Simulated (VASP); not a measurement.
# Al4B3Sb (P1) in VASP: notebook

Al4B3Sb is run at these levels: PBE; tasks: single point.

Everything below comes from runs of VASP 6.6.1. Logs are shortened: lines on timing, memory, paths and dates and some standing lists are left out, and cuts for length are marked.

## Step 1: The cell of the first run

The typed cell holds 8 atoms: a = 3.924 Å, b = 5.704 Å, c = 6.239 Å, α = 109.65°, β = 106.32°, γ = 101.65°.

The cell was built from a structure type or drawn by symmetry, and may not be a known phase.

## Step 2: Single point, PBE

Input file INCAR:

```
SYSTEM = Al4B3Sb
ALGO = Normal
EDIFF = 1E-6
ENCUT = 520
GGA = PE
ISIF = 2
ISMEAR = 0
LASPH = .True.
LCHARG = .False.
LREAL = .False.
LWAVE = .False.
NBANDS = 23
NELM = 80
PREC = Accurate
SIGMA = 0.1
```

Input file KPOINTS:

```
k-points
0
Gamma
  10 6 6
  0 0 0
```

Input file POSCAR:

```
Al4B3Sb
1.0
    3.9242050084      0.0096176516     -0.0017104959
   -1.1655940037      5.5831982147      0.0094271263
   -1.7450280362     -2.5163888250      5.4357563975
Al B Sb
4 3 1
Direct
    0.7463916597      0.8502018304      0.8387016645
    0.0262131669      0.7316025610      0.4929808616
    0.6112378661      0.3466197970      0.7804270462
    0.3286896316      0.5301976939      0.1269381922
    0.8892212575      0.7207424970      0.1261812630
    0.0508936006      0.1488905091      0.7647773894
    0.4491608816      0.5130420543      0.4941129068
    0.8904738561      0.1570240173      0.3577096163
```

Potentials or basis: VASP PAW PBE potentials, release 64 (Al, B, Sb).

Command:

```bash
> cat potpaw_PBE.64/Al/POTCAR potpaw_PBE.64/B/POTCAR potpaw_PBE.64/Sb/POTCAR > POTCAR
> mpirun -np 1 vasp_std > vasp.out
```

OUTCAR:

```text
SYSTEM = Al4B3Sb
   EDIFF = 1E-6
   ENCUT = 520
   GGA = PE
   ISIF = 2
   ISMEAR = 0
   LASPH = .True.
   LREAL = .False.
   NELM = 80
   PREC = Accurate

 ion  position               nearest neighbor table
   1  0.746  0.850  0.839-   6 2.14   5 2.14   7 2.14   2 2.64   3 2.69   2 2.81   8 2.94   3 3.10

   2  0.026  0.732  0.493-   5 2.17   7 2.27   7 2.36   6 2.38   1 2.64   4 2.73   1 2.81   4 2.87
                             8 2.92   8 2.99   3 3.32
   3  0.611  0.347  0.780-   6 2.22   5 2.24   6 2.25   7 2.29   1 2.69   4 2.70   4 2.75   8 2.96
                             8 3.08   1 3.10   2 3.32
   4  0.329  0.530  0.127-   5 2.22   7 2.25   5 2.25   6 2.32   3 2.70   2 2.73   3 2.75   2 2.87
                             8 3.36   8 3.40
   5  0.889  0.721  0.126-   1 2.14   2 2.17   4 2.22   3 2.24   4 2.25   8 2.42
   6  0.051  0.149  0.765-   1 2.14   3 2.22   3 2.25   4 2.32   2 2.38   8 2.46
   7  0.449  0.513  0.494-   1 2.14   4 2.25   2 2.27   3 2.29   2 2.36   8 2.38
   8  0.890  0.157  0.358-   7 2.38   5 2.42   6 2.46   2 2.92   1 2.94   3 2.96   2 2.99   3 3.08
                             4 3.36   4 3.40

  LATTYP: Found a triclinic cell.
 ALAT       =     3.9242171669
 B/A-ratio  =     2.2222296826
 C/A-ratio  =     1.6229470054
 COS(alpha) =     0.0099327660
 COS(beta)  =     0.3408270161
 COS(gamma) =     0.7679048537

  Lattice vectors:

 A1 = (   3.9242050084,   0.0096176516,  -0.0017104959)
 A2 = (   6.6828160131,   5.6024335179,   0.0060061345)
 A3 = (   2.1791769722,  -2.5067711734,   5.4340459016)

Analysis of symmetry for initial positions (statically):
=====================================================================
 Subroutine PRICEL returns:
 Original cell was already a primitive cell.

 Routine SETGRP: Setting up the symmetry group for a
 triclinic supercell.

 Subroutine GETGRP returns: Found  1 space group operations
 (whereof  1 operations were pure point group operations)
 out of a pool of  2 trial point group operations.

The static configuration has the point symmetry C_1 .

Analysis of symmetry for dynamics (positions and initial velocities):
=====================================================================
 Subroutine PRICEL returns:
 Original cell was already a primitive cell.

 Routine SETGRP: Setting up the symmetry group for a
 triclinic supercell.

 Subroutine GETGRP returns: Found  1 space group operations
 (whereof  1 operations were pure point group operations)
 out of a pool of  2 trial point group operations.

The dynamic configuration has the point symmetry C_1 .

 Subroutine INISYM returns: Found  1 space group operations
 (whereof  1 operations are pure point group operations),
 and found     1 'primitive' translations

----------------------------------------------------------------------------------------

                                     Primitive cell

  volume of cell :     119.2275

  direct lattice vectors                    reciprocal lattice vectors
     3.924205008  0.009617652 -0.001710496     0.254745123  0.053003156  0.106317114
    -1.165594004  5.583198215  0.009427126    -0.000402381  0.178885200  0.082682614
    -1.745028036 -2.516388825  5.435756397     0.000080860 -0.000293558  0.183857098

  length of vectors
     3.924217167  5.703577873  6.238972927     0.281083157  0.197069762  0.183857350

  position of ions in fractional coordinates (direct lattice)
     0.746391660  0.850201830  0.838701665
     0.026213167  0.731602561  0.492980862
     0.611237866  0.346619797  0.780427046
     0.328689632  0.530197694  0.126938192
     0.889221257  0.720742497  0.126181263
     0.050893601  0.148890509  0.764777389
     0.449160882  0.513042054  0.494112907
     0.890473856  0.157024017  0.357709616

  ion indices of the primitive-cell ions
   primitive index   ion index
                 1           1
                 2           2
                 3           3
                 4           4
                 5           5
                 6           6
                 7           7
                 8           8

----------------------------------------------------------------------------------------

 KPOINTS: k-points

Automatic generation of k-mesh.
 Grid dimensions read from file:
 generate k-points for:   10    6    6

 Generating k-lattice:

  Cartesian coordinates                     Fractional coordinates (reciprocal lattice)
     0.025474512  0.005300316  0.010631711     0.100000000 -0.000000000  0.000000000
    -0.000067064  0.029814200  0.013780436     0.000000000  0.166666667 -0.000000000
     0.000013477 -0.000048926  0.030642850     0.000000000 -0.000000000  0.166666667

  Length of vectors
     0.028108316  0.032844960  0.030642892

  Shift w.r.t. Gamma in fractional coordinates (k-lattice)
     0.000000000  0.000000000  0.000000000

 Subroutine IBZKPT returns following result:
 ===========================================

 Found    184 irreducible k-points:

 Following reciprocal coordinates:
            Coordinates               Weight
  0.000000  0.000000  0.000000      1.000000
  0.100000  0.000000 -0.000000      2.000000
  0.200000  0.000000 -0.000000      2.000000
  0.300000 -0.000000  0.000000      2.000000
  0.400000  0.000000 -0.000000      2.000000
  0.500000  0.000000  0.000000      1.000000
[... 16 lines left out ...]
 -0.400000  0.333333  0.000000      2.000000
 -0.300000  0.333333  0.000000      2.000000
 [... further k-points ...]
   k-points           NKPTS =    184   k-points in BZ     NKDIM =    184   number of bands    NBANDS=     23
   number of dos      NEDOS =    301   number of ions     NIONS =      8
   total plane-waves  NPLWV =  60480
   dimension x,y,z NGX =    30 NGY =   42 NGZ =   48
   dimension x,y,z NGXF=    60 NGYF=   84 NGZF=   96
   ions per type =               4   3   1
   NGX,Y,Z   is equivalent  to a cutoff of  12.71, 12.24, 12.79 a.u.
   NGXF,Y,Z  is equivalent  to a cutoff of  25.42, 24.48, 25.58 a.u.
 SYSTEM =  Al4B3Sb
   PREC   = accura    normal or accurate (medium, high low for compatibility)
   ISTART =      0    job   : 0-new  1-cont  2-samecut
   ICHARG =      2    charge: 1-file 2-atom 10-const
   ISPIN  =      1    spin polarized calculation?
   LNONCOLLINEAR =      F non collinear calculations
   LSORBIT =      F    spin-orbit coupling
   LASPH  =      T    aspherical Exc in radial PAW
   ENCUT  =  520.0 eV  38.22 Ry    6.18 a.u.   7.30 10.60 11.60*2*pi/ulx,y,z
   NELM   =     80;   NELMIN=  2; NELMDL= -5     # of ELM steps
   EDIFF  = 0.1E-05   stopping-criterion for ELM
   LREAL  =      F    real-space projection
   EDIFFG = 0.1E-04   stopping-criterion for IOM
   NSW    =      0    number of steps for IOM
   IBRION =     -1    ionic relax: 0-MD 1-quasi-New 2-CG
   NFREE  =      0    steps in history (QN), initial steepest desc. (CG)
   ISIF   =      2    stress and relaxation
   ISYM   =      2    0-nonsym 1-usesym 2-fastsym
   POTIM  = 0.5000    time-step for ionic-motion
   TEBEG  =    0.0;   TEEND  =   0.0 temperature during run
   PSTRESS=    0.0 pullay stress
   NELECT =      26.0000    total number of electrons
   NUPDOWN=      -1.0000    fix difference up-down
   EMIN   =  10.00;   EMAX   =-10.00  energy-range for DOS
   EFERMI =   0.00;   METHOD = LEGACY
   ISMEAR =     0;   SIGMA  =   0.10  broadening in eV -4-tet -1-fermi 0-gaus
   EFERMI_NEDOS =   21; number of points for ismear=-14 and -15
   IALGO  =     38    algorithm
   IMIX   =      4    mixing-type and parameters
     AMIX     =   0.40;   BMIX     =  1.00
     AMIX_MAG =   1.60;   BMIX_MAG =  1.00
  volume/ion in A,a.u.               =      14.90       100.57
  Fermi-wavevector in a.u.,A,eV,Ry     =   0.985388  1.862113 13.211105  0.970989
  Thomas-Fermi vector in A             =   2.116691
   LORBIT       =      0    0 simple, 1 ext, 2 COOP (PROOUT), +10 PAW based schemes
   GGA     = PE    functional components
   LHFCALC =     F    Hartree Fock is set to
   AEXX    =    0.0000 exact exchange contribution
   IVDW    =     0    specifies the selected vdW correction
   LEPSILON=     F    determine dielectric tensor
   LRPA    =     F    only Hartree local field effects (RPA)
 non-spin polarized calculation
 Gauss-broadening in eV      SIGMA  =   0.10
  energy-cutoff  :      520.00
  volume of cell :      119.23
 maximum number of plane-waves:      3233
 NGX is ok and might be reduce to    30
   NGX = 15   NGY = 21   NGZ = 23

 number of electron      26.0000000 magnetization

 Free energy of the ion-electron system (eV)
  ---------------------------------------------------
  ext. energy  EPLUGINS =         0.00000000
  ---------------------------------------------------
  free energy    TOTEN  =       -37.01018246 eV

  energy without entropy =      -37.00496601  energy(sigma->0) =      -37.00757423

 E-fermi :   7.3255     XC(G=0): -10.2140

 val. band max:        7.3127654270   @ k =  -0.2000  -0.1667   0.1667
 cond. band min:       7.3305447100   @ k =   0.3000   0.0000   0.3333
 fundamental gap:      0.0177792830
 Fermi energy:         7.3255439383

 k-point     1 :       0.0000    0.0000    0.0000
  band No.  band energies     occupation
      1      -5.4249      2.00000
      2      -1.2641      2.00000
      3      -0.8004      2.00000
      4      -0.5445      2.00000
      5       0.6794      2.00000
      6       1.2804      2.00000
[... 15 lines left out ...]
     22      12.6389      0.00000
     23      13.2111      0.00000

 k-point     2 :       0.1000    0.0000   -0.0000
  band No.  band energies     occupation
      1      -5.3313      2.00000
      2      -1.4018      2.00000
      3      -0.6943      2.00000
      4      -0.4710      2.00000
      5       0.8646      2.00000
      6       1.3073      2.00000
[... 15 lines left out ...]
     22      12.6888      0.00000
     23      13.1254      0.00000
[... 544 lines left out ...]
     22      13.2159      0.00000
     23      13.5091      0.00000

 k-point    24 :      -0.3000    0.3333    0.0000
  band No.  band energies     occupation
      1      -4.5470      2.00000
      2      -1.7177      2.00000
      3      -0.6828      2.00000
      4      -0.2177      2.00000
      5       1.1042      2.00000
      6       1.4355      2.00000
[... 15 lines left out ...]
     22      12.8887      0.00000
     23      13.4902      0.00000

 [... further k-points ...]

------------------------ aborting loop because EDIFF is reached ----------------------------------------

  FORCE on cell =-STRESS in cart. coord.  units (eV):
  Direction    XX          YY          ZZ          XY          YZ          ZX
  --------------------------------------------------------------------------------------
  -------------------------------------------------------------------------------------
  Total       -0.0190616      0.0282636      0.0414141      0.0138350      0.0196062      0.0170085
  in kB       -0.2561501      0.3798056      0.5565216      0.1859142      0.2634681      0.2285599
  external PRESSURE =       0.2267257 kB  Pullay stress =       0.0000000 kB

 VOLUME and BASIS-vectors are now :
 -----------------------------------------------------------------------------
  energy-cutoff  :      520.00
  volume of cell :      119.23
      direct lattice vectors                 reciprocal lattice vectors
     3.924205008  0.009617652 -0.001710496     0.254745123  0.053003156  0.106317114
    -1.165594004  5.583198215  0.009427126    -0.000402381  0.178885200  0.082682614
    -1.745028036 -2.516388825  5.435756397     0.000080860 -0.000293558  0.183857098

 POSITION                                       TOTAL-FORCE (eV/Angst)
 -----------------------------------------------------------------------------------
      0.47445      2.64352      4.56572        -0.001296     -0.001906     -0.003223
     -1.61015      2.84440      2.68658         0.001471     -0.007454      0.003866
      0.63274     -0.02273      4.24443         0.003441     -0.002531      0.006992
      0.45034      2.64393      0.69444         0.003312     -0.001199      0.002247
      2.42920      3.71508      0.69116         0.003183     -0.010813     -0.007047
     -1.30839     -1.09270      4.15846         0.003446     -0.006876      0.015027
      0.30236      1.62536      2.68995         0.021511      0.011662      0.003626
      2.68716     -0.01488      1.94438        -0.035069      0.019117     -0.021487
 -----------------------------------------------------------------------------------
    total drift:                                0.000488     -0.000249      0.000284

  FREE ENERGIE OF THE ION-ELECTRON SYSTEM (eV)
  ---------------------------------------------------
  free  energy   TOTEN  =       -37.0101824558 eV

  energy  without entropy=      -37.0049660131  energy(sigma->0) =      -37.00757423
```

It took 12 min on 1 thread of Intel Xeon 8259CL, shared host; peak memory 0.57 GiB.

What came out:

```
Free energy            : -37.0102 eV
Pressure               : 0.0 GPa
Largest force          : 0.045 eV/Å
Band gap on the k mesh : zero (bands 13 and 14 overlap by 0.25 eV)
```

Forces on the atoms (eV/Å):
```
Al  -0.001 -0.002 -0.003
Al   0.001 -0.007  0.004
Al   0.003 -0.003  0.007
Al   0.003 -0.001  0.002
B    0.003 -0.011 -0.007
B    0.003 -0.007  0.015
B    0.022  0.012  0.004
Sb  -0.035  0.019 -0.021
```

Levels at points of the mesh, in eV from the Fermi level:
```csv
k point,band 9,band 10,band 11,band 12,band 13,band 14,band 15,band 16,band 17,band 18
"(0.00, 0.00, 0.00)",-2.46,-1.26,-1.08,-0.47,-0.17,0.44,1.49,1.60,2.98,3.66
"(0.50, 0.00, 0.00)",-3.41,-3.20,-2.78,-2.06,-0.86,0.06,0.19,1.42,3.35,3.46
"(0.00, 0.50, 0.00)",-2.65,-2.41,-1.47,-1.18,-0.55,0.83,1.13,1.86,2.33,3.41
"(0.50, 0.50, 0.00)",-3.80,-3.18,-1.65,-1.16,-0.51,0.11,1.30,2.03,2.99,3.31
"(0.00, 0.00, 0.50)",-3.18,-2.05,-1.50,-0.99,-0.89,-0.16,0.85,1.11,2.11,2.87
"(0.50, 0.00, 0.50)",-3.90,-3.30,-3.09,-2.66,-1.77,0.55,1.47,2.58,3.17,3.64
"(0.00, 0.50, 0.50)",-2.87,-2.04,-1.19,-1.05,-0.18,0.54,1.21,1.93,2.37,3.01
"(0.50, 0.50, 0.50)",-2.99,-2.76,-2.21,-1.89,-1.50,1.03,1.92,2.24,2.75,3.23
```

Caveat: semilocal functionals underestimate gaps, so a narrow gap can read as zero; spin-orbit coupling is left out, which moves the levels of the heavy elements.

[end of part 1 of 2]
